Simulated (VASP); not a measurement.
Runs of VASP 6.6.1 on SnSe (rocksalt type). The structure is that of space group Fm-3m (No. 225), or close to it. The cells are those of the table. 

| cell | gap on the mesh (eV) | pressure (GPa) |
| --- | --- | --- |
| a = 4.108 Å, angles 60.0°, 2 atoms | 0.09 | 8.1 |
| a = 3.842 Å, angles 60.0°, 2 atoms | none | (c) |
| a = 3.694 Å, angles 60.0°, 2 atoms | none | 56.3 |
| a = 3.512 Å, angles 60.0°, 2 atoms | none | 104.1 |
| a = 4.286 Å, angles 60.0°, 2 atoms | 0.31 | (a) |
| a = 4.199 Å, angles 60.0°, 2 atoms | 0.19 | (b) |

Alike in all rows: task single point; level PBE; potentials or basis VASP PAW PBE potentials, release 64 (Sn_d, Se); no spin polarisation; k mesh 14 × 14 × 14; cutoff (eV) 520; smearing fermi-dirac 0.1 eV.

Question: Estimate the missing entries.

Answer: (a) 0.0; (b) 3.4; (c) 31.9.

Caveats: spin-orbit coupling is left out, which moves the levels of the heavy elements; the cell stands under pressure (at least some runs); semilocal functionals underestimate gaps, and a narrow one can read as zero (at least some runs).

A k mesh can miss the band edges, and the runs leave out spin-orbit coupling on Se, Sn.

A gap of «none» marks levels without a gap at the run's occupations.
